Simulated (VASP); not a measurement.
# MgO (I4mm) in VASP: notebook, part 2 of 2

VASP 6.6.1. The steps go on from the part before.

## Step 3: Single point, LDA (all O atoms moved +0.075 Å, as atom 2 along Cartesian [0 0 1])

File INCAR:

```
PREC = Accurate ; ENCUT = 520
EDIFF = 1E-6 ; ISMEAR = 0
SIGMA = 0.05 ; LREAL = F
LASPH = T ; NELM = 80
ALGO = Normal ; ISIF = 2
LWAVE = F ; LCHARG = F
GGA = CA ; NBANDS = 11
```

File KPOINTS:

```
regular mesh
0
Gamma
  10 10 10
```

File POSCAR:

```
MgO
1.0
    0.0000000000      2.1351500000      2.1351500000
    2.1351500000      0.0000000000      2.1351500000
    2.1351500000      2.1351500000      0.0000000000
Mg O
1 1
Direct
    0.0000000000      0.0000000000      0.0000000000
    0.5175631689      0.5175631689      0.4824368311
```

Potentials or basis: VASP PAW LDA potentials, release 64 (Mg, O).

The run is started by

```sh
cat potpaw_LDA.64/Mg/POTCAR potpaw_LDA.64/O/POTCAR > POTCAR
mpirun -np 1 vasp_std > vasp.out
```

Run time: 25 s. Hardware: 1 thread of AMD EPYC 7R43 (Zen 3), shared host; peak memory 0.1 GiB.

It converged, with:

| Item | Value |
| --- | --- |
| Free energy | -13.3622 eV |
| Pressure | -12.7 GPa |
| Largest force | 0.319 eV/Å |
| Band gap on the k mesh | 4.26 eV, direct |

Forces on the atoms (eV/Å):
```
Mg   0.000  0.000  0.319
O    0.000  0.000 -0.319
```

Stress tensor (GPa, compression positive):
```
-13.27   0.00   0.00
  0.00 -13.27   0.00
  0.00   0.00 -11.62
```

Levels at points of the mesh, in eV from the valence-band top:
| k point | band 1 | band 2 | band 3 | band 4 | band 5 | band 6 | band 7 | band 8 | band 9 |
| --- | --- | --- | --- | --- | --- | --- | --- | --- | --- |
| (0.00, 0.00, 0.00) | -16.79 | -0.01 | 0.00 | 0.00 | 4.26 | 15.32 | 15.33 | 15.33 | 19.21 |
| (0.50, 0.00, 0.00) | -15.54 | -4.52 | -0.62 | -0.62 | 7.48 | 11.92 | 15.58 | 15.61 | 19.95 |
| (0.50, 0.50, 0.00) | -15.29 | -3.97 | -1.31 | -1.31 | 8.85 | 9.23 | 12.48 | 18.03 | 18.03 |
| (0.00, 0.50, 0.50) | -15.29 | -3.98 | -1.32 | -1.31 | 8.87 | 9.24 | 12.47 | 18.02 | 18.07 |

Caveat: the cell differs from its parent crystal (all O atoms moved +0.075 Å, as atom 2 along Cartesian [0 0 1]).

## Step 4: Single point, LDA (all O atoms moved -0.050 Å, as atom 2 along Cartesian [0 0 1])

File INCAR:

```
PREC = Accurate ; ENCUT = 520
EDIFF = 1E-6 ; ISMEAR = 0
SIGMA = 0.05 ; LREAL = False
LASPH = True ; NELM = 100
ALGO = Normal ; ISIF = 2
LWAVE = False ; LCHARG = True
LELF = True ; LVHAR = True
NBANDS = 11
```

File KPOINTS:

```
Automatic mesh
0
Gamma
  10 10 10
```

Changes to POSCAR since step 3:

```diff
@@ -9,2 +9,2 @@
     0.0000000000      0.0000000000      0.0000000000
-    0.5175631689      0.5175631689      0.4824368311
+    0.4882912208      0.4882912208      0.5117087792
```

The run is started by

```sh
cat potpaw_LDA.64/Mg/POTCAR potpaw_LDA.64/O/POTCAR > POTCAR
mpirun -np 1 vasp_std > vasp.out
```

It took 26 s on 1 thread of AMD EPYC 7R43 (Zen 3), shared host; peak memory 0.1 GiB.

It converged, with:

```
Free energy            : -13.3687 eV
Pressure               : -13.0 GPa
Largest force          : 0.207 eV/Å
Band gap on the k mesh : 4.27 eV, direct
```

Forces on the atoms (eV/Å):
```
Mg   0.000  0.000 -0.207
O    0.000  0.000  0.207
```

Stress tensor (GPa, compression positive):
```
-13.25   0.00   0.00
  0.00 -13.25   0.00
  0.00   0.00 -12.52
```

Levels at points of the mesh, in eV from the valence-band top:
```
           k point  band 2  band 3  band 4  band 5  band 6  band 7
(0.00, 0.00, 0.00)    0.00    0.00    0.00    4.27   15.31   15.31
(0.50, 0.00, 0.00)   -4.52   -0.62   -0.62    7.48   11.93   15.58
(0.50, 0.50, 0.00)   -3.98   -1.31   -1.31    8.85    9.25   12.47
(0.00, 0.50, 0.50)   -3.98   -1.32   -1.31    8.86    9.25   12.47
```

Caveat: the cell differs from its parent crystal (all O atoms moved -0.050 Å, as atom 2 along Cartesian [0 0 1]).

## Step 5: Single point, LDA (all O atoms moved +0.025 Å, as atom 2 along Cartesian [0 0 1])

File INCAR:

```
PREC = Accurate
ENCUT = 520
EDIFF = 1E-6
ISMEAR = 0
SIGMA = 0.05
LREAL = F
LASPH = T
NELM = 80
ALGO = Normal
ISIF = 2
LWAVE = F
LCHARG = T
GGA = CA
LELF = T
LVHAR = T
NBANDS = 11
```

File KPOINTS:

```
regular mesh
0
Gamma
  10 10 10
```

Changes to POSCAR since step 4:

```diff
@@ -9,2 +9,2 @@
     0.0000000000      0.0000000000      0.0000000000
-    0.4882912208      0.4882912208      0.5117087792
+    0.5058543896      0.5058543896      0.4941456104
```

Potentials or basis: VASP PAW LDA potentials, release 64 (Mg, O).

The run is started by

```sh
cat potpaw_LDA.64/Mg/POTCAR potpaw_LDA.64/O/POTCAR > POTCAR
mpirun -np 1 vasp_std > vasp.out
```

OUTCAR:

```text
PREC = Accurate
   ENCUT = 520
   EDIFF = 1E-6
   ISMEAR = 0
   LREAL = F
   LASPH = T
   NELM = 80
   ISIF = 2
   GGA = CA

 ion  position               nearest neighbor table
   1  0.000  0.000  0.000-   2 2.11   2 2.14   2 2.14   2 2.14   2 2.14   2 2.16
   2  0.506  0.506  0.494-   1 2.11   1 2.14   1 2.14   1 2.14   1 2.14   1 2.16

  LATTYP: Found a face centered cubic cell.
 ALAT       =     4.2703000000

  Lattice vectors:

 A1 = (   0.0000000000,   2.1351500000,   2.1351500000)
 A2 = (   2.1351500000,   0.0000000000,   2.1351500000)
 A3 = (   2.1351500000,   2.1351500000,   0.0000000000)

Analysis of symmetry for initial positions (statically):
=====================================================================
 Subroutine PRICEL returns:
 Original cell was already a primitive cell.

 Routine SETGRP: Setting up the symmetry group for a
 face centered cubic supercell.

 Subroutine GETGRP returns: Found  8 space group operations
 (whereof  8 operations were pure point group operations)
 out of a pool of 48 trial point group operations.

The static configuration has the point symmetry C_4v.

Analysis of symmetry for dynamics (positions and initial velocities):
[... 165 lines left out ...]

 k-point     1 :       0.0000    0.0000    0.0000
  band No.  band energies     occupation
      1     -14.2171      2.00000
      2       2.5734      2.00000
      3       2.5743      2.00000
      4       2.5743      2.00000
      5       6.8398      0.00000
      6      17.8768      0.00000
      7      17.8780      0.00000
      8      17.8780      0.00000
      9      21.7928      0.00000
     10      23.3875      0.00000
     11      23.3886      0.00000
[... 309 lines left out ...]
 k-point    24 :       0.0000   -0.1000    0.1000
  band No.  band energies     occupation
      1     -13.9526      2.00000
      2       1.2121      2.00000
      3       2.2507      2.00000
      4       2.4647      2.00000
      5       8.2588      0.00000
      6      15.6129      0.00000
      7      18.1860      0.00000
      8      18.5289      0.00000
      9      21.1883      0.00000
     10      22.6661      0.00000
     11      24.6442      0.00000

 [... further k-points ...]
[... 5 lines left out ...]
  --------------------------------------------------------------------------------------
  -------------------------------------------------------------------------------------
  Total       -1.6096865     -1.6096865     -1.5874031      0.0000000     -0.0000000      0.0000000
  in kB     -132.4758490   -132.4758490   -130.6419446      0.0000000     -0.0000000      0.0000000
  external PRESSURE =    -131.8645475 kB  Pullay stress =       0.0000000 kB

 VOLUME and BASIS-vectors are now :
 -----------------------------------------------------------------------------
  energy-cutoff  :      520.00
  volume of cell :       19.47
      direct lattice vectors                 reciprocal lattice vectors
     0.000000000  2.135150000  2.135150000    -0.234175585  0.234175585  0.234175585
     2.135150000  0.000000000  2.135150000     0.234175585 -0.234175585  0.234175585
     2.135150000  2.135150000  0.000000000     0.234175585  0.234175585 -0.234175585

 POSITION                                       TOTAL-FORCE (eV/Angst)
 -----------------------------------------------------------------------------------
      0.00000      0.00000      0.00000         0.000000      0.000000      0.102181
      2.13515      2.13515      2.16015         0.000000      0.000000     -0.102181
 -----------------------------------------------------------------------------------
    total drift:                               -0.000000     -0.000000     -0.000339

  FREE ENERGIE OF THE ION-ELECTRON SYSTEM (eV)
  ---------------------------------------------------
  free  energy   TOTEN  =       -13.3725940047 eV

  energy  without entropy=      -13.3725940047  energy(sigma->0) =      -13.37259400
```

It took 28 s on 1 thread of AMD EPYC 7R43 (Zen 3), shared host; peak memory 0.11 GiB.

What came out:

```yaml
Free_energy: -13.3726 eV
Pressure: -13.2 GPa
Largest_force: 0.102 eV/Å
Band_gap_on_the_k_mesh: 4.27 eV, direct
```

Forces on the atoms (eV/Å):
```
Mg   0.000  0.000  0.102
O    0.000  0.000 -0.102
```

Stress tensor (GPa, compression positive):
```
-13.25   0.00   0.00
  0.00 -13.25   0.00
  0.00   0.00 -13.06
```

Levels at points of the mesh, in eV from the valence-band top:
| k point | band 2 | band 3 | band 4 | band 5 | band 6 | band 7 |
| --- | --- | --- | --- | --- | --- | --- |
| (0.00, 0.00, 0.00) | 0.00 | 0.00 | 0.00 | 4.27 | 15.30 | 15.30 |
| (0.50, 0.00, 0.00) | -4.52 | -0.62 | -0.62 | 7.48 | 11.94 | 15.58 |
| (0.50, 0.50, 0.00) | -3.98 | -1.31 | -1.31 | 8.85 | 9.26 | 12.47 |
| (0.00, 0.50, 0.50) | -3.98 | -1.32 | -1.32 | 8.85 | 9.26 | 12.47 |

Caveat: the cell differs from its parent crystal (all O atoms moved +0.025 Å, as atom 2 along Cartesian [0 0 1]).
